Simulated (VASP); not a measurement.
# Ti12Si in VASP: single point with PBE+D3(BJ)

Aim: the single point of Ti12Si with PBE+D3(BJ).

Everything below comes from runs of VASP 6.6.1. Logs are shortened: lines on timing, memory, paths and dates and some standing lists are left out, and cuts for length are marked.

## Step 1: The cell of the first run

The cell holds a slab with vacuum, 13 atoms: a = 5.710 Å, b = 5.710 Å, c = 21.593 Å, α = 90.00°, β = 90.00°, γ = 120.00°.

## Step 2: Single point, PBE+D3(BJ)

INCAR

```
SYSTEM = Ti12Si
  PREC = Accurate
  ENCUT = 520
  EDIFF = 1E-7
  ISMEAR = 0
  SIGMA = 0.1
  LREAL = .False.
  LASPH = .True.
  NELM = 60
  ALGO = Normal
  ISIF = 2
  LWAVE = .False.
  LCHARG = .False.
  LDIPOL = .True.
  IDIPOL = 3
  DIPOL = 0.5 0.5 0.307
  GGA = PE
  IVDW = 12
  NBANDS = 86
```

KPOINTS

```
regular mesh
0
Gamma
  6 6 1
  0 0 0
```

POSCAR

```
Ti12Si
1.0
    5.7099611434      0.0000000000      0.0000000000
   -2.8549805717      4.9449714048      0.0000000000
    0.0000000000      0.0000000000     21.5932633302
Ti Si
12 1
Direct
    0.3333333333      0.1666666667      0.1852429593
    0.3333333333      0.6666666667      0.1852429593
    0.8333333333      0.1666666667      0.1852429593
    0.8333333333      0.6666666667      0.1852429593
    0.1666666667      0.3333333333      0.2894365806
    0.1666666667      0.8333333333      0.2894365806
    0.6666666667      0.3333333333      0.2894365806
    0.6666666667      0.8333333333      0.2894365806
    0.0000000000      0.0000000000      0.3933293083
    0.0000000000      0.5000000000      0.3933293083
    0.5000000000      0.0000000000      0.3933293083
    0.5000000000      0.5000000000      0.3933293083
    0.0000000000      0.2500000000      0.5229993798
```

Potentials or basis: VASP PAW PBE potentials, release 64 (Ti_sv, Si).

Started as:

```console
$ cat potpaw_PBE.64/Ti_sv/POTCAR potpaw_PBE.64/Si/POTCAR > POTCAR
$ mpirun -np 1 vasp_std > vasp.out
```

OUTCAR:

```text
SYSTEM = Ti12Si
   PREC = Accurate
   ENCUT = 520
   EDIFF = 1E-7
   ISMEAR = 0
   LREAL = .False.
   LASPH = .True.
   NELM = 60
   ISIF = 2
   GGA = PE
   IVDW = 12
 IVDW          = 12

 ion  position               nearest neighbor table
   1  0.333  0.167  0.185-   5 2.79   6 2.79   7 2.79   4 2.85   2 2.85   2 2.85   4 2.85   3 2.85
                             3 2.85
   2  0.333  0.667  0.185-   6 2.79   5 2.79   8 2.79   3 2.85   1 2.85   1 2.85   3 2.85   4 2.85
                             4 2.85
   3  0.833  0.167  0.185-   7 2.79   8 2.79   5 2.79   4 2.85   2 2.85   4 2.85   2 2.85   1 2.85
                             1 2.85
   4  0.833  0.667  0.185-   8 2.79   7 2.79   6 2.79   3 2.85   1 2.85   3 2.85   1 2.85   2 2.85
                             2 2.85
   5  0.167  0.333  0.289-   9 2.78  12 2.78  10 2.78   1 2.79   2 2.79   3 2.79   8 2.85   6 2.85
                             6 2.85   8 2.85   7 2.85   7 2.85
   6  0.167  0.833  0.289-  10 2.78  11 2.78   9 2.78   2 2.79   1 2.79   4 2.79   7 2.85   5 2.85
                             5 2.85   7 2.85   8 2.85   8 2.85
   7  0.667  0.333  0.289-  11 2.78  10 2.78  12 2.78   3 2.79   4 2.79   1 2.79   8 2.85   6 2.85
                             8 2.85   6 2.85   5 2.85   5 2.85
   8  0.667  0.833  0.289-  12 2.78   9 2.78  11 2.78   4 2.79   3 2.79   2 2.79   7 2.85   5 2.85
                             7 2.85   5 2.85   6 2.85   6 2.85
   9  0.000  0.000  0.393-   5 2.78   8 2.78   6 2.78  10 2.85  12 2.85  10 2.85  12 2.85  11 2.85
                            11 2.85
  10  0.000  0.500  0.393-   6 2.78   7 2.78   5 2.78   9 2.85  11 2.85   9 2.85  11 2.85  12 2.85
                            12 2.85
  11  0.500  0.000  0.393-   7 2.78   6 2.78   8 2.78  10 2.85  12 2.85  12 2.85  10 2.85   9 2.85
                             9 2.85
  12  0.500  0.500  0.393-   8 2.78   5 2.78   7 2.78   9 2.85  11 2.85  11 2.85   9 2.85  10 2.85
                            10 2.85
  13  0.000  0.250  0.523-

  LATTYP: Found a hexagonal cell.
 ALAT       =     5.7099611434
 C/A-ratio  =     3.7816830602

  Lattice vectors:

 A1 = (   5.7099611434,   0.0000000000,   0.0000000000)
 A2 = (  -2.8549805717,   4.9449714048,   0.0000000000)
 A3 = (   0.0000000000,   0.0000000000,  21.5932633302)

Analysis of symmetry for initial positions (statically):
=====================================================================
 Subroutine PRICEL returns:
 Original cell was already a primitive cell.

 Routine SETGRP: Setting up the symmetry group for a
 hexagonal supercell.

 Subroutine GETGRP returns: Found  2 space group operations
 (whereof  1 operations were pure point group operations)
 out of a pool of 24 trial point group operations.

The static configuration has the point symmetry C_1 .
 The point group associated with its full space group is C_1h.

Analysis of symmetry for dynamics (positions and initial velocities):
[... 151 lines left out ...]
   LEPSILON=     F    determine dielectric tensor
   LRPA    =     F    only Hartree local field effects (RPA)
 non-spin polarized calculation
 Gauss-broadening in eV      SIGMA  =   0.10
  energy-cutoff  :      520.00
  volume of cell :      609.70
 maximum number of plane-waves:     16485
   NGX = 21   NGY = 21   NGZ = 81

 dipolmoment           0.000000      0.000000     -0.002342 electrons x Angstroem

 number of electron     147.9999946 magnetization

 dipolmoment           0.000000      0.000000      0.021673 electrons x Angstroem

 Free energy of the ion-electron system (eV)
  ---------------------------------------------------
  ext. energy  EPLUGINS =         0.00000000
  ---------------------------------------------------
  free energy    TOTEN  =       -90.68831544 eV

  energy without entropy =      -90.56995022  energy(sigma->0) =      -90.62913283

 E-fermi :   0.1912     XC(G=0):  -5.2250

 val. band max:        0.1823277363   @ k =   0.5000   0.0000   0.0000
 cond. band min:       0.1973893351   @ k =  -0.1667   0.5000   0.0000
 fundamental gap:      0.0150615988
 Fermi energy:         0.1912090424

 k-point     1 :       0.0000    0.0000    0.0000
  band No.  band energies     occupation
      1     -56.6406      2.00000
      2     -56.5794      2.00000
      3     -56.5518      2.00000
      4     -56.5067      2.00000
      5     -56.4842      2.00000
      6     -56.4735      2.00000
[... 1146 lines left out ...]
     85       0.9386      0.00000
     86       1.0815      0.00000

------------------------ aborting loop because EDIFF is reached ----------------------------------------

 vacuum level on the upper side and lower side of the slab       (xc-potential included)        -0.094        -0.203

 Edisp (eV)   -5.57022

 E8    (eV) :    -2.7375

  FORCE on cell =-STRESS in cart. coord.  units (eV):
  Direction    XX          YY          ZZ          XY          YZ          ZX
  --------------------------------------------------------------------------------------
  -------------------------------------------------------------------------------------
  Total      -3.02079    -3.46480    -6.20000     0.38452     0.04825     0.08357
  in kB      -7.93810    -9.10486   -16.29247     1.01044     0.12678     0.21960
  external pressure =      -11.11 kB  Pullay stress =        0.00 kB

 VOLUME and BASIS-vectors are now :
 -----------------------------------------------------------------------------
  energy-cutoff  :      520.00
  volume of cell :      609.70
      direct lattice vectors                 reciprocal lattice vectors
     5.709961143  0.000000000  0.000000000     0.175132540  0.101112819  0.000000000
    -2.854980572  4.944971405  0.000000000     0.000000000  0.202225639  0.000000000
     0.000000000  0.000000000 21.593263330     0.000000000  0.000000000  0.046310740

 POSITION                                       TOTAL-FORCE (eV/Angst)
 -----------------------------------------------------------------------------------
      1.42749      0.82416      4.00000         0.014058     -0.005347      0.078347
     -0.00000      3.29665      4.00000         0.002398      0.014848      0.078347
      4.28247      0.82416      4.00000        -0.021115     -0.012191      0.050699
      2.85498      3.29665      4.00000        -0.000630     -0.000364      0.061299
      0.00000      1.64832      6.24988         0.091424      0.052784     -0.303687
     -1.42749      4.12081      6.24988         0.027777      0.016037     -0.232989
      2.85498      1.64832      6.24988        -0.061023      0.006114     -0.203273
      1.42749      4.12081      6.24988        -0.025217     -0.055905     -0.203273
      0.00000      0.00000      8.49326        -0.289349      0.499670      0.863042
     -1.42749      2.47249      8.49326         0.288052     -0.500419      0.863042
      2.85498      0.00000      8.49326         0.254975      0.147210      0.691805
      1.42749      2.47249      8.49326        -0.329138     -0.190028      0.748687
     -0.71375      1.23624     11.29326         0.047787      0.027590     -2.492046
 -----------------------------------------------------------------------------------
    total drift:                                0.000026      0.000015     -0.000141

  FREE ENERGIE OF THE ION-ELECTRON SYSTEM (eV)
  ---------------------------------------------------
  free  energy   TOTEN  =       -96.2585395125 eV

  energy  without entropy=      -96.1401742905  energy(sigma->0) =      -96.19935690

 vacuum level on the upper side and lower side of the slab         4.830         4.719
```

Run time: 85 min. Hardware: 1 thread of Intel Xeon 8259CL, shared host; peak memory 0.88 GiB.

Results:

- Free energy: -96.2585 eV
- Largest force: 2.493 eV/Å
- Band gap on the k mesh: zero (bands 74 and 75 overlap by 0.69 eV)
- Dispersion energy per atom: -0.428 eV

Forces on the atoms (eV/Å):
```
Ti   0.014 -0.005  0.078
Ti   0.002  0.015  0.078
Ti  -0.021 -0.012  0.051
Ti  -0.001  0.000  0.061
Ti   0.091  0.053 -0.304
Ti   0.028  0.016 -0.233
Ti  -0.061  0.006 -0.203
Ti  -0.025 -0.056 -0.203
Ti  -0.289  0.500  0.863
Ti   0.288 -0.500  0.863
Ti   0.255  0.147  0.692
Ti  -0.329 -0.190  0.749
Si   0.048  0.028 -2.492
```
